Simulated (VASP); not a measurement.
# Cu (C2/m) in VASP: electric field gradients with LDA

Aim: the electric field gradients of Cu with LDA.

Program: VASP 6.6.1. These are calculated values, not measurements. Logs are shortened: lines on timing, memory, paths and dates and some standing lists are left out, and cuts for length are marked.

**1. The cell of the first run**

The structure is monoclinic, space group C2/m (No. 12). Conventional cell: a = 4.457 Å, b = 2.573 Å, c = 4.168 Å, α = 90.00°, β = 90.00°, γ = 90.00°. Within 3.2 Å of Cu (site symmetry m) lie 12 Cu at 2.41 to 2.69 Å.

**2. Electric field gradients, LDA (shortest bond scaled by 0.94)**

INCAR

```
PREC = Accurate
ENCUT = 520
EDIFF = 1E-8
ISMEAR = -1
SIGMA = 0.05
LREAL = False
LASPH = True
NELM = 60
ALGO = Normal
ISIF = 2
LWAVE = False
LCHARG = False
LEFG = True
NBANDS = 18
```

KPOINTS

```
Automatic mesh
0
Gamma
  13 13 7
```

POSCAR

```
Cu
1.0
    2.5730649657      0.0000000000      0.0000000000
   -1.2865324828      2.2283396258      0.0000000000
    0.0000000000      0.0000000000      4.1683652444
Cu
2
Direct
    0.3133333333      0.6566666667      0.2350000000
    0.6866666667      0.3433333333      0.7650000000
```

Potentials or basis: VASP PAW LDA potentials, release 64 (Cu).

The run is started by

```sh
> cat potpaw_LDA.64/Cu/POTCAR > POTCAR
> mpirun -np 1 vasp_std > vasp.out
```

OUTCAR:

```text
PREC = Accurate
   ENCUT = 520
   EDIFF = 1E-8
   ISMEAR = -1
   LREAL = False
   LASPH = True
   NELM = 60
   ISIF = 2

 ion  position               nearest neighbor table
   1  0.313  0.657  0.235-   2 2.41   2 2.49   2 2.49   2 2.61   2 2.69   2 2.69
   2  0.687  0.343  0.765-   1 2.41   1 2.49   1 2.49   1 2.61   1 2.69   1 2.69

  LATTYP: Found a hexagonal cell.
 ALAT       =     2.5730649657
 C/A-ratio  =     1.6200000000

  Lattice vectors:

 A1 = (   2.5730649657,   0.0000000000,   0.0000000000)
 A2 = (  -1.2865324828,   2.2283396258,   0.0000000000)
 A3 = (   0.0000000000,   0.0000000000,   4.1683652444)

Analysis of symmetry for initial positions (statically):
=====================================================================
 Subroutine PRICEL returns:
 Original cell was already a primitive cell.

 Routine SETGRP: Setting up the symmetry group for a
 hexagonal supercell.

 Subroutine GETGRP returns: Found  4 space group operations
 (whereof  4 operations were pure point group operations)
 out of a pool of 24 trial point group operations.

The static configuration has the point symmetry C_2h.

Analysis of symmetry for dynamics (positions and initial velocities):
=====================================================================
 Subroutine PRICEL returns:
 Original cell was already a primitive cell.

 Routine SETGRP: Setting up the symmetry group for a
 hexagonal supercell.

 Subroutine GETGRP returns: Found  4 space group operations
 (whereof  4 operations were pure point group operations)
 out of a pool of 24 trial point group operations.

The dynamic configuration has the point symmetry C_2h.

 Subroutine INISYM returns: Found  4 space group operations
 (whereof  4 operations are pure point group operations),
 and found     1 'primitive' translations

----------------------------------------------------------------------------------------

                                     Primitive cell

  volume of cell :      23.9000

  direct lattice vectors                    reciprocal lattice vectors
     2.573064966  0.000000000  0.000000000     0.388641567  0.224382313  0.000000000
    -1.286532483  2.228339626  0.000000000     0.000000000  0.448764627  0.000000000
     0.000000000  0.000000000  4.168365244     0.000000000  0.000000000  0.239902202

  length of vectors
     2.573064966  2.573064966  4.168365244     0.448764627  0.448764627  0.239902202

  position of ions in fractional coordinates (direct lattice)
     0.313333333  0.656666667  0.235000000
     0.686666667  0.343333333  0.765000000

  ion indices of the primitive-cell ions
   primitive index   ion index
                 1           1
                 2           2

----------------------------------------------------------------------------------------

 KPOINTS: Automatic mesh

Automatic generation of k-mesh.
 Grid dimensions read from file:
 generate k-points for:   13   13    7

 Generating k-lattice:

  Cartesian coordinates                     Fractional coordinates (reciprocal lattice)
     0.029895505  0.017260178  0.000000000     0.076923077 -0.000000000  0.000000000
     0.000000000  0.034520356  0.000000000     0.000000000  0.076923077  0.000000000
     0.000000000  0.000000000  0.034271743     0.000000000  0.000000000  0.142857143

  Length of vectors
     0.034520356  0.034520356  0.034271743

  Shift w.r.t. Gamma in fractional coordinates (k-lattice)
     0.000000000  0.000000000  0.000000000

 Subroutine IBZKPT returns following result:
 ===========================================

 Found    322 irreducible k-points:

 Following reciprocal coordinates:
            Coordinates               Weight
  0.000000  0.000000  0.000000      1.000000
  0.076923  0.000000  0.000000      2.000000
  0.000000  0.076923  0.000000      4.000000
  0.153846  0.000000  0.000000      2.000000
  0.000000  0.153846  0.000000      4.000000
  0.230769  0.000000  0.000000      2.000000
[... 16 lines left out ...]
 -0.076923  0.384615  0.000000      4.000000
 -0.384615  0.307692  0.000000      4.000000
 [... further k-points ...]
   k-points           NKPTS =    322   k-points in BZ     NKDIM =    322   number of bands    NBANDS=     18
   number of dos      NEDOS =    301   number of ions     NIONS =      2
   total plane-waves  NPLWV =  12800
   dimension x,y,z NGX =    20 NGY =   20 NGZ =   32
   dimension x,y,z NGXF=    40 NGYF=   40 NGZF=   64
   ions per type =               2
   NGX,Y,Z   is equivalent  to a cutoff of  12.92, 12.92, 12.76 a.u.
   NGXF,Y,Z  is equivalent  to a cutoff of  25.84, 25.84, 25.52 a.u.
 SYSTEM =  unknown system
   PREC   = accura    normal or accurate (medium, high low for compatibility)
   ISTART =      0    job   : 0-new  1-cont  2-samecut
   ICHARG =      2    charge: 1-file 2-atom 10-const
   ISPIN  =      1    spin polarized calculation?
   LNONCOLLINEAR =      F non collinear calculations
   LSORBIT =      F    spin-orbit coupling
   LASPH  =      T    aspherical Exc in radial PAW
   ENCUT  =  520.0 eV  38.22 Ry    6.18 a.u.   4.78  4.78  7.75*2*pi/ulx,y,z
   NELM   =     60;   NELMIN=  2; NELMDL= -5     # of ELM steps
   EDIFF  = 0.1E-07   stopping-criterion for ELM
   LREAL  =      F    real-space projection
   EDIFFG = 0.1E-06   stopping-criterion for IOM
   NSW    =      0    number of steps for IOM
   IBRION =     -1    ionic relax: 0-MD 1-quasi-New 2-CG
   NFREE  =      0    steps in history (QN), initial steepest desc. (CG)
   ISIF   =      2    stress and relaxation
   ISYM   =      2    0-nonsym 1-usesym 2-fastsym
   POTIM  = 0.5000    time-step for ionic-motion
   TEBEG  =    0.0;   TEEND  =   0.0 temperature during run
   PSTRESS=    0.0 pullay stress
   NELECT =      22.0000    total number of electrons
   NUPDOWN=      -1.0000    fix difference up-down
   EMIN   =  10.00;   EMAX   =-10.00  energy-range for DOS
   EFERMI =   0.00;   METHOD = LEGACY
   ISMEAR =    -1;   SIGMA  =   0.05  broadening in eV -4-tet -1-fermi 0-gaus
   EFERMI_NEDOS =   21; number of points for ismear=-14 and -15
   IALGO  =     38    algorithm
   IMIX   =      4    mixing-type and parameters
     AMIX     =   0.40;   BMIX     =  1.00
     AMIX_MAG =   1.60;   BMIX_MAG =  1.00
  volume/ion in A,a.u.               =      11.95        80.64
  Fermi-wavevector in a.u.,A,eV,Ry     =   1.592513  3.009414 34.505720  2.536099
  Thomas-Fermi vector in A             =   2.690887
   LORBIT       =      0    0 simple, 1 ext, 2 COOP (PROOUT), +10 PAW based schemes
   GGA     = CA    functional components
   LHFCALC =     F    Hartree Fock is set to
   AEXX    =    0.0000 exact exchange contribution
   IVDW    =     0    specifies the selected vdW correction
   LEPSILON=     F    determine dielectric tensor
   LRPA    =     F    only Hartree local field effects (RPA)
 non-spin polarized calculation
  energy-cutoff  :      520.00
  volume of cell :       23.90
 maximum number of plane-waves:       656
   NGX =  9   NGY =  9   NGZ = 15

 number of electron      22.0000003 magnetization

 Free energy of the ion-electron system (eV)
  ---------------------------------------------------
  ext. energy  EPLUGINS =         0.00000000
  ---------------------------------------------------
  free energy    TOTEN  =        -9.26718099 eV

  energy without entropy =       -9.26370546  energy(sigma->0) =       -9.26544323

 E-fermi :   7.2053     XC(G=0): -13.0247

 val. band max:        7.1432266907   @ k =  -0.3846   0.0000   0.4286
 cond. band min:       7.2055913199   @ k =  -0.1538   0.3077   0.2857
 fundamental gap:      0.0623646292
 Fermi energy:         7.2053355653

 k-point     1 :       0.0000    0.0000    0.0000
  band No.  band energies     occupation
      1      -2.0797      2.00000
      2       2.1215      2.00000
      3       4.1410      2.00000
      4       4.1649      2.00000
      5       4.1987      2.00000
      6       4.3337      2.00000
[... 10 lines left out ...]
     17      30.0395      0.00000
     18      30.1868      0.00000

 k-point     2 :       0.0769    0.0000    0.0000
  band No.  band energies     occupation
      1      -1.8909      2.00000
      2       2.2298      2.00000
      3       4.0091      2.00000
      4       4.2315      2.00000
      5       4.2645      2.00000
      6       4.3822      2.00000
[... 10 lines left out ...]
     17      31.2250      0.00000
     18      31.7044      0.00000
[... 442 lines left out ...]
 k-point    24 :      -0.3846    0.3077    0.0000
  band No.  band energies     occupation
      1       1.3003      2.00000
      2       2.8719      2.00000
      3       3.0833      2.00000
      4       3.7301      2.00000
      5       4.0892      2.00000
      6       4.3194      2.00000
[... 10 lines left out ...]
     17      22.3068      0.00000
     18      27.5862      0.00000

 [... further k-points ...]

------------------------ aborting loop because EDIFF is reached ----------------------------------------

  FORCE on cell =-STRESS in cart. coord.  units (eV):
  Direction    XX          YY          ZZ          XY          YZ          ZX
  --------------------------------------------------------------------------------------
  -------------------------------------------------------------------------------------
  Total       -1.9075090     -2.0390672     -1.1966778      0.1139327      0.0647654      0.1121770
  in kB     -127.8731225   -136.6923500    -80.2213399      7.6376751      4.3416584      7.5199736
  external PRESSURE =    -114.9289375 kB  Pullay stress =       0.0000000 kB

 VOLUME and BASIS-vectors are now :
 -----------------------------------------------------------------------------
  energy-cutoff  :      520.00
  volume of cell :       23.90
      direct lattice vectors                 reciprocal lattice vectors
     2.573064966  0.000000000  0.000000000     0.388641567  0.224382313  0.000000000
    -1.286532483  2.228339626  0.000000000     0.000000000  0.448764627  0.000000000
     0.000000000  0.000000000  4.168365244     0.000000000  0.000000000  0.239902202

 POSITION                                       TOTAL-FORCE (eV/Angst)
 -----------------------------------------------------------------------------------
     -0.03860      1.46328      0.97957         0.122733      0.070860      0.752138
      1.32513      0.76506      3.18880        -0.122733     -0.070860     -0.752138
 -----------------------------------------------------------------------------------
    total drift:                                0.000000     -0.000000     -0.000000

  FREE ENERGIE OF THE ION-ELECTRON SYSTEM (eV)
  ---------------------------------------------------
  free  energy   TOTEN  =        -9.2671809937 eV

  energy  without entropy=       -9.2637054570  energy(sigma->0) =       -9.26544323

 Electric field gradients (V/A^2)
---------------------------------------------------------------------
 ion       V_xx      V_yy      V_zz      V_xy      V_xz      V_yz
---------------------------------------------------------------------
   1       2.211     2.921    -5.133    -0.619    -0.475    -0.274
   2       2.211     2.921    -5.133    -0.619    -0.475    -0.274
---------------------------------------------------------------------

 Electric field gradients after diagonalization (V/A^2)
 (convention: |V_zz| > |V_xx| > |V_yy|)
----------------------------------------------------------------------
 ion       V_xx      V_yy      V_zz     asymmetry (V_yy - V_xx)/ V_zz
----------------------------------------------------------------------
   1       3.280     1.896    -5.175       0.267
   2       3.280     1.896    -5.175       0.267
----------------------------------------------------------------------

           NMR quadrupolar parameters

 Cq : quadrupolar parameter    Cq=e*Q*V_zz/h
 eta: asymmetry parameters     (V_yy - V_xx)/ V_zz
 Q  : nuclear electric quadrupole moment in mb (millibarn)
----------------------------------------------------------------------
 ion       Cq(MHz)       eta       Q (mb)
----------------------------------------------------------------------
   1      -0.013       0.267       1.000
   2      -0.013       0.267       1.000
----------------------------------------------------------------------
```

It took 1.7 min on 1 thread of AMD EPYC 7R43 (Zen 3), shared host; peak memory 0.18 GiB.

What came out:

```yaml
Free_energy: -9.2672 eV
Pressure: -11.5 GPa
Largest_force: 0.765 eV/Å
Band_gap_on_the_k_mesh: zero (band 11 reaches 10.18 eV, above the bottom of band 12 at 5.33 eV)
```

Forces on the atoms (eV/Å):
```
Cu   0.123  0.071  0.752
Cu  -0.123 -0.071 -0.752
```

Levels at points of the mesh, in eV from the Fermi level:
```csv
k point,band 7,band 8,band 9,band 10,band 11,band 12,band 13,band 14,band 15,band 16
"(0.00, 0.00, 0.00)",-2.82,-2.56,-2.40,-1.84,-1.68,-0.83,3.70,20.88,21.44,21.45
```

Electric field gradients, principal values (V/Å²):
```csv
atom,least,middle,greatest (by size)
1 Cu,1.896,3.280,-5.175
2 Cu,1.896,3.280,-5.175
```

Caveat: the cell differs from its parent crystal (shortest bond scaled by 0.94); without QUAD_EFG the Cq values of the log hold for a quadrupole moment of 1 mb, not for the nuclei.
